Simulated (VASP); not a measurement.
# HfO2 (Fm-3m) in VASP: notebook

Runs on HfO2. Level: PBE. Tasks: single point.

All numbers are computed with VASP 6.6.1; they aren't measurements. Logs are shortened: lines on timing, memory, paths and dates and some standing lists are left out, and cuts for length are marked.

## (1) The cell of the first run

It takes space group Fm-3m (No. 225, cubic). The conventional cell has a = 4.885 Å, b = 4.885 Å, c = 4.885 Å, α = 90.00°, β = 90.00°, γ = 90.00°. Hf (site symmetry m-3m) has 8 O at 2.12 Å within 2.8 Å. O (site symmetry -43m) has 4 Hf at 2.12 Å and 6 O at 2.44 Å within 2.8 Å.

## (2) Single point, PBE (volume scaled by 0.88)

INCAR reads:

```
ALGO = Normal ; EDIFF = 1E-6
ENCUT = 520 ; GGA = PE
ISIF = 2 ; ISMEAR = 0
LASPH = True ; LCHARG = False
LREAL = False ; LWAVE = False
NBANDS = 18 ; NELM = 60
PREC = Accurate ; SIGMA = 0.02
```

KPOINTS reads:

```
k-points
0
Gamma
  8 8 8
```

POSCAR reads:

```
HfO2
1.0
    0.0000000000      2.4424797070      2.4424797070
    2.4424797070      0.0000000000      2.4424797070
    2.4424797070      2.4424797070      0.0000000000
Hf O
1 2
Direct
    0.0000000000      0.0000000000      0.0000000000
    0.2500000000      0.2500000000      0.2500000000
    0.7500000000      0.7500000000      0.7500000000
```

Potentials or basis: VASP PAW PBE potentials, release 64 (Hf_pv, O).

On the command line:

```bash
> cat potpaw_PBE.64/Hf_pv/POTCAR potpaw_PBE.64/O/POTCAR > POTCAR
> mpirun -np 1 vasp_std > vasp.out
```

OUTCAR:

```text
EDIFF = 1E-6
   ENCUT = 520
   GGA = PE
   ISIF = 2
   ISMEAR = 0
   LASPH = True
   LREAL = False
   NELM = 60
   PREC = Accurate

 ion  position               nearest neighbor table
   1  0.000  0.000  0.000-   3 2.12   3 2.12   3 2.12   2 2.12   3 2.12   2 2.12   2 2.12   2 2.12

   2  0.250  0.250  0.250-   1 2.12   1 2.12   1 2.12   1 2.12
   3  0.750  0.750  0.750-   1 2.12   1 2.12   1 2.12   1 2.12

  LATTYP: Found a face centered cubic cell.
 ALAT       =     4.8849594140

  Lattice vectors:

 A1 = (   0.0000000000,   2.4424797070,   2.4424797070)
 A2 = (   2.4424797070,   0.0000000000,   2.4424797070)
 A3 = (   2.4424797070,   2.4424797070,   0.0000000000)

Analysis of symmetry for initial positions (statically):
=====================================================================
 Subroutine PRICEL returns:
 Original cell was already a primitive cell.

 Routine SETGRP: Setting up the symmetry group for a
 face centered cubic supercell.

 Subroutine GETGRP returns: Found 48 space group operations
 (whereof 48 operations were pure point group operations)
 out of a pool of 48 trial point group operations.

The static configuration has the point symmetry O_h .

Analysis of symmetry for dynamics (positions and initial velocities):
=====================================================================
 Subroutine PRICEL returns:
 Original cell was already a primitive cell.

 Routine SETGRP: Setting up the symmetry group for a
 face centered cubic supercell.

 Subroutine GETGRP returns: Found 48 space group operations
 (whereof 48 operations were pure point group operations)
 out of a pool of 48 trial point group operations.

The dynamic configuration has the point symmetry O_h .

 Subroutine INISYM returns: Found 48 space group operations
 (whereof 48 operations are pure point group operations),
 and found     1 'primitive' translations

----------------------------------------------------------------------------------------

                                     Primitive cell

  volume of cell :      29.1422

  direct lattice vectors                    reciprocal lattice vectors
     0.000000000  2.442479707  2.442479707    -0.204709991  0.204709991  0.204709991
     2.442479707  0.000000000  2.442479707     0.204709991 -0.204709991  0.204709991
     2.442479707  2.442479707  0.000000000     0.204709991  0.204709991 -0.204709991

  length of vectors
     3.454187927  3.454187927  3.454187927     0.354568106  0.354568106  0.354568106

  position of ions in fractional coordinates (direct lattice)
     0.000000000  0.000000000  0.000000000
     0.250000000  0.250000000  0.250000000
     0.750000000  0.750000000  0.750000000

  ion indices of the primitive-cell ions
   primitive index   ion index
                 1           1
                 2           2
                 3           3

----------------------------------------------------------------------------------------

 KPOINTS: k-points

Automatic generation of k-mesh.
 Grid dimensions read from file:
 generate k-points for:    8    8    8

 Generating k-lattice:

  Cartesian coordinates                     Fractional coordinates (reciprocal lattice)
    -0.025588749  0.025588749  0.025588749     0.125000000  0.000000000  0.000000000
     0.025588749 -0.025588749  0.025588749     0.000000000  0.125000000  0.000000000
     0.025588749  0.025588749 -0.025588749     0.000000000  0.000000000  0.125000000

  Length of vectors
     0.044321013  0.044321013  0.044321013

  Shift w.r.t. Gamma in fractional coordinates (k-lattice)
     0.000000000  0.000000000  0.000000000

 Subroutine IBZKPT returns following result:
 ===========================================

 Found     29 irreducible k-points:

 Following reciprocal coordinates:
            Coordinates               Weight
  0.000000  0.000000  0.000000      1.000000
  0.125000  0.000000  0.000000      8.000000
  0.250000  0.000000  0.000000      8.000000
  0.375000  0.000000  0.000000      8.000000
  0.500000  0.000000  0.000000      4.000000
  0.125000  0.125000  0.000000      6.000000
[... 16 lines left out ...]
  0.500000  0.250000  0.125000     48.000000
 -0.375000  0.250000  0.125000     24.000000
 [... further k-points ...]
   k-points           NKPTS =     29   k-points in BZ     NKDIM =     29   number of bands    NBANDS=     18
   number of dos      NEDOS =    301   number of ions     NIONS =      3
   total plane-waves  NPLWV =  21952
   dimension x,y,z NGX =    28 NGY =   28 NGZ =   28
   dimension x,y,z NGXF=    56 NGYF=   56 NGZF=   56
   ions per type =               1   2
   NGX,Y,Z   is equivalent  to a cutoff of  13.48, 13.48, 13.48 a.u.
   NGXF,Y,Z  is equivalent  to a cutoff of  26.95, 26.95, 26.95 a.u.
 SYSTEM =  unknown system
   PREC   = accura    normal or accurate (medium, high low for compatibility)
   ISTART =      0    job   : 0-new  1-cont  2-samecut
   ICHARG =      2    charge: 1-file 2-atom 10-const
   ISPIN  =      1    spin polarized calculation?
   LNONCOLLINEAR =      F non collinear calculations
   LSORBIT =      F    spin-orbit coupling
   LASPH  =      T    aspherical Exc in radial PAW
   ENCUT  =  520.0 eV  38.22 Ry    6.18 a.u.   6.42  6.42  6.42*2*pi/ulx,y,z
   NELM   =     60;   NELMIN=  2; NELMDL= -5     # of ELM steps
   EDIFF  = 0.1E-05   stopping-criterion for ELM
   LREAL  =      F    real-space projection
[... 7 lines left out ...]
   TEBEG  =    0.0;   TEEND  =   0.0 temperature during run
   PSTRESS=    0.0 pullay stress
   NELECT =      22.0000    total number of electrons
   NUPDOWN=      -1.0000    fix difference up-down
   EMIN   =  10.00;   EMAX   =-10.00  energy-range for DOS
   EFERMI =   0.00;   METHOD = LEGACY
   ISMEAR =     0;   SIGMA  =   0.02  broadening in eV -4-tet -1-fermi 0-gaus
   EFERMI_NEDOS =   21; number of points for ismear=-14 and -15
   IALGO  =     38    algorithm
   IMIX   =      4    mixing-type and parameters
     AMIX     =   0.40;   BMIX     =  1.00
     AMIX_MAG =   1.60;   BMIX_MAG =  1.00
  volume/ion in A,a.u.               =       9.71        65.55
  Fermi-wavevector in a.u.,A,eV,Ry     =   1.490647  2.816914 30.232526  2.222028
  Thomas-Fermi vector in A             =   2.603402
   LORBIT       =      0    0 simple, 1 ext, 2 COOP (PROOUT), +10 PAW based schemes
   GGA     = PE    functional components
   LHFCALC =     F    Hartree Fock is set to
   AEXX    =    0.0000 exact exchange contribution
   IVDW    =     0    specifies the selected vdW correction
   LEPSILON=     F    determine dielectric tensor
   LRPA    =     F    only Hartree local field effects (RPA)
 non-spin polarized calculation
 Gauss-broadening in eV      SIGMA  =   0.02
  energy-cutoff  :      520.00
  volume of cell :       29.14
 maximum number of plane-waves:       817
 NGX is ok and might be reduce to    28
   NGX = 13   NGY = 13   NGZ = 13

 number of electron      22.0000007 magnetization

 Free energy of the ion-electron system (eV)
  ---------------------------------------------------
  ext. energy  EPLUGINS =         0.00000000
  ---------------------------------------------------
  free energy    TOTEN  =       -29.88552123 eV

  energy without entropy =      -29.88552123  energy(sigma->0) =      -29.88552123

 E-fermi :   5.3758     XC(G=0): -12.4478

 val. band max:        5.2793387440   @ k =   0.5000   0.5000   0.0000
 cond. band min:       9.3798550039   @ k =   0.5000   0.5000   0.0000
 fundamental gap:      4.1005162600
 Fermi energy:         5.3757653129

 k-point     1 :       0.0000    0.0000    0.0000
  band No.  band energies     occupation
      1     -23.9079      2.00000
      2     -23.9079      2.00000
      3     -23.9079      2.00000
      4     -14.1794      2.00000
      5     -10.5600      2.00000
      6      -0.7910      2.00000
[... 10 lines left out ...]
     17      17.1834      0.00000
     18      19.4441      0.00000

 k-point     2 :       0.1250    0.0000    0.0000
  band No.  band energies     occupation
      1     -24.0253      2.00000
      2     -23.9199      2.00000
      3     -23.9199      2.00000
      4     -13.9018      2.00000
      5     -10.7838      2.00000
      6      -0.6175      2.00000
[... 10 lines left out ...]
     17      16.8383      0.00000
     18      19.4194      0.00000

 k-point     3 :       0.2500    0.0000    0.0000
  band No.  band energies     occupation
      1     -24.2903      2.00000
      2     -23.9485      2.00000
      3     -23.9485      2.00000
      4     -13.2782      2.00000
      5     -11.1859      2.00000
      6      -0.1950      2.00000
[... 10 lines left out ...]
     17      16.2503      0.00000
     18      19.1679      0.00000

 k-point     4 :       0.3750    0.0000    0.0000
  band No.  band energies     occupation
      1     -24.5338      2.00000
      2     -23.9769      2.00000
      3     -23.9769      2.00000
      4     -12.8492      2.00000
      5     -11.2792      2.00000
      6       0.2084      2.00000
[... 10 lines left out ...]
     17      15.9542      0.00000
     18      18.9948      0.00000

 k-point     5 :       0.5000    0.0000    0.0000
  band No.  band energies     occupation
      1     -24.6293      2.00000
      2     -23.9886      2.00000
      3     -23.9886      2.00000
      4     -12.7873      2.00000
      5     -11.1688      2.00000
      6       0.3563      2.00000
[... 10 lines left out ...]
     17      15.9173      0.00000
     18      19.3169      0.00000

 k-point     6 :       0.1250    0.1250    0.0000
  band No.  band energies     occupation
      1     -24.0362      2.00000
      2     -23.9377      2.00000
      3     -23.9377      2.00000
      4     -13.8023      2.00000
      5     -10.8618      2.00000
      6      -0.5780      2.00000
[... 307 lines left out ...]
 k-point    21 :       0.5000    0.5000    0.0000
  band No.  band energies     occupation
      1     -24.6717      2.00000
      2     -24.1088      2.00000
      3     -24.1088      2.00000
      4     -12.1924      2.00000
      5     -11.3072      2.00000
      6      -1.9485      2.00000
[... 10 lines left out ...]
     17      19.4093      0.00000
     18      19.9588      0.00000

 k-point    22 :       0.3750    0.2500    0.1250
  band No.  band energies     occupation
      1     -24.3698      2.00000
      2     -24.0686      2.00000
      3     -23.9857      2.00000
      4     -12.7106      2.00000
      5     -11.5186      2.00000
      6      -0.1271      2.00000
[... 10 lines left out ...]
     17      16.3197      0.00000
     18      19.3920      0.00000

 k-point    23 :       0.5000    0.2500    0.1250
  band No.  band energies     occupation
      1     -24.4870      2.00000
      2     -24.1627      2.00000
      3     -24.0181      2.00000
      4     -12.2966      2.00000
      5     -11.5959      2.00000
      6      -0.1207      2.00000
[... 10 lines left out ...]
     17      17.0394      0.00000
     18      19.3827      0.00000

 k-point    24 :      -0.3750    0.2500    0.1250
  band No.  band energies     occupation
      1     -24.5319      2.00000
      2     -24.2007      2.00000
      3     -24.0342      2.00000
      4     -12.2684      2.00000
      5     -11.4586      2.00000
      6      -0.1149      2.00000
[... 10 lines left out ...]
     17      17.0222      0.00000
     18      19.3862      0.00000

 [... further k-points ...]
[... 5 lines left out ...]
  --------------------------------------------------------------------------------------
  -------------------------------------------------------------------------------------
  Total        6.5962273      6.5962273      6.5962273     -0.0000000     -0.0000000      0.0000000
  in kB      362.6463494    362.6463494    362.6463494     -0.0000000     -0.0000000      0.0000000
  external PRESSURE =     362.6463494 kB  Pullay stress =       0.0000000 kB

 VOLUME and BASIS-vectors are now :
 -----------------------------------------------------------------------------
  energy-cutoff  :      520.00
  volume of cell :       29.14
      direct lattice vectors                 reciprocal lattice vectors
     0.000000000  2.442479707  2.442479707    -0.204709991  0.204709991  0.204709991
     2.442479707  0.000000000  2.442479707     0.204709991 -0.204709991  0.204709991
     2.442479707  2.442479707  0.000000000     0.204709991  0.204709991 -0.204709991

 POSITION                                       TOTAL-FORCE (eV/Angst)
 -----------------------------------------------------------------------------------
      0.00000      0.00000      0.00000        -0.000000     -0.000000      0.000000
      1.22124      1.22124      1.22124         0.000000      0.000000      0.000000
      3.66372      3.66372      3.66372        -0.000000     -0.000000     -0.000000
 -----------------------------------------------------------------------------------
    total drift:                                0.000000      0.000000      0.000000

  FREE ENERGIE OF THE ION-ELECTRON SYSTEM (eV)
  ---------------------------------------------------
  free  energy   TOTEN  =       -29.8855212280 eV

  energy  without entropy=      -29.8855212280  energy(sigma->0) =      -29.88552123
```

It took 14 s on 1 thread of Intel Xeon Platinum 8488C (Sapphire Rapids), shared host; peak memory 0.16 GiB.

What came out:

```yaml
Free_energy: -29.8855 eV
Pressure: 36.3 GPa
Band_gap_on_the_k_mesh: 4.10 eV, direct
```

Levels at points of the mesh, in eV from the valence-band top:
| k point | band 8 | band 9 | band 10 | band 11 | band 12 | band 13 | band 14 | band 15 |
| --- | --- | --- | --- | --- | --- | --- | --- | --- |
| (0.00, 0.00, 0.00) | -6.07 | -0.66 | -0.66 | -0.66 | 4.13 | 4.13 | 6.74 | 11.90 |
| (0.50, 0.00, 0.00) | -3.21 | -2.98 | -1.95 | -1.95 | 5.02 | 5.02 | 8.10 | 9.42 |
| (0.50, 0.50, 0.00) | -3.70 | -1.73 | -1.73 | 0.00 | 4.10 | 6.11 | 7.72 | 9.19 |

Caveat: spin-orbit coupling is left out, which moves the levels of the heavy elements. A k mesh can miss the band edges.

## (3) Single point, PBE (volume scaled by 0.94)

INCAR reads:

```
SYSTEM = HfO2
PREC = Accurate
ENCUT = 520
EDIFF = 1E-6
ISMEAR = 0
SIGMA = 0.02
LREAL = .FALSE.
LASPH = .TRUE.
NELM = 80
ALGO = Normal
ISIF = 2
LWAVE = .FALSE.
LCHARG = .FALSE.
GGA = PE
NBANDS = 18
```

KPOINTS reads:

```
Automatic mesh
0
G
  8 8 8
  0 0 0
```

POSCAR reads:

```
HfO2
1.0
    0.0000000000      2.4967747173      2.4967747173
    2.4967747173      0.0000000000      2.4967747173
    2.4967747173      2.4967747173      0.0000000000
Hf O
1 2
Direct
    0.0000000000      0.0000000000      0.0000000000
    0.2500000000      0.2500000000      0.2500000000
    0.7500000000      0.7500000000      0.7500000000
```

Potentials or basis: VASP PAW PBE potentials, release 64 (Hf_pv, O).

On the command line:

```bash
> cat potpaw_PBE.64/Hf_pv/POTCAR potpaw_PBE.64/O/POTCAR > POTCAR
> mpirun -np 1 vasp_std > vasp.out
```

Wall time 13 s (1 thread of Intel Xeon Platinum 8488C (Sapphire Rapids), shared host); peak memory 0.16 GiB.

The run converged. Its results:

| Item | Value |
| --- | --- |
| Free energy | -30.1872 eV |
| Pressure | 13.1 GPa |
| Band gap on the k mesh | 3.92 eV, direct |

Levels at points of the mesh, in eV from the valence-band top:
```tsv
k point	band 7	band 8	band 9	band 10	band 11	band 12	band 13	band 14	band 15	band 16
(0.00, 0.00, 0.00)	-5.63	-5.63	-0.63	-0.63	-0.63	3.99	3.99	6.20	11.01	11.01
(0.50, 0.00, 0.00)	-4.55	-3.11	-2.83	-1.88	-1.88	4.78	4.78	7.43	9.22	9.88
(0.50, 0.50, 0.00)	-3.56	-3.56	-1.61	-1.61	0.00	3.92	5.75	7.06	8.57	8.57
```

Caveat: spin-orbit coupling is left out, which moves the levels of the heavy elements. A k mesh can miss the band edges.

## (4) Single point, PBE (volume scaled by 0.97)

INCAR reads:

```
SYSTEM = HfO2
PREC     = Accurate       ! precision mode
ENCUT    = 520            ! plane-wave cutoff, eV
EDIFF    = 1E-7           ! SCF threshold, eV
ISMEAR   = 0              ! smearing method
SIGMA    = 0.02           ! smearing width, eV
LREAL    = .FALSE.        ! projectors in reciprocal space
LASPH    = .TRUE.         ! aspherical terms in the spheres
NELM     = 80             ! most SCF steps
ALGO     = Normal         ! electronic algorithm
ISIF     = 2              ! what is computed and relaxed
LWAVE    = .FALSE.        ! write WAVECAR
LCHARG   = .TRUE.         ! write CHGCAR
GGA      = PE             ! functional
LELF     = .TRUE.         ! ELF
LVHAR    = .TRUE.       
NBANDS   = 18             ! bands
```

KPOINTS reads:

```
regular mesh
0
G
  8 8 8
  0 0 0
```

POSCAR reads:

```
HfO2
1.0
    0.0000000000      2.5230584879      2.5230584879
    2.5230584879      0.0000000000      2.5230584879
    2.5230584879      2.5230584879      0.0000000000
Hf O
1 2
Direct
    0.0000000000      0.0000000000      0.0000000000
    0.2500000000      0.2500000000      0.2500000000
    0.7500000000      0.7500000000      0.7500000000
```

On the command line:

```bash
> cat potpaw_PBE.64/Hf_pv/POTCAR potpaw_PBE.64/O/POTCAR > POTCAR
> mpirun -np 1 vasp_std > vasp.out
```

Wall time 16 s (1 thread of Intel Xeon Platinum 8488C (Sapphire Rapids), shared host); peak memory 0.16 GiB.

Results (log left out):

```
Free energy            : -30.2411 eV
Pressure               : 4.1 GPa
Band gap on the k mesh : 3.84 eV, direct
```

Levels at points of the mesh, in eV from the valence-band top:
| k point | band 9 | band 10 | band 11 | band 12 | band 13 | band 14 |
| --- | --- | --- | --- | --- | --- | --- |
| (0.00, 0.00, 0.00) | -0.61 | -0.61 | -0.61 | 3.92 | 3.92 | 5.95 |
| (0.50, 0.00, 0.00) | -2.76 | -1.85 | -1.85 | 4.66 | 4.66 | 7.12 |
| (0.50, 0.50, 0.00) | -1.55 | -1.55 | 0.00 | 3.84 | 5.58 | 6.77 |

Caveat: spin-orbit coupling is left out, which moves the levels of the heavy elements. A k mesh can miss the band edges.

(Continued in part 2 of 2.)
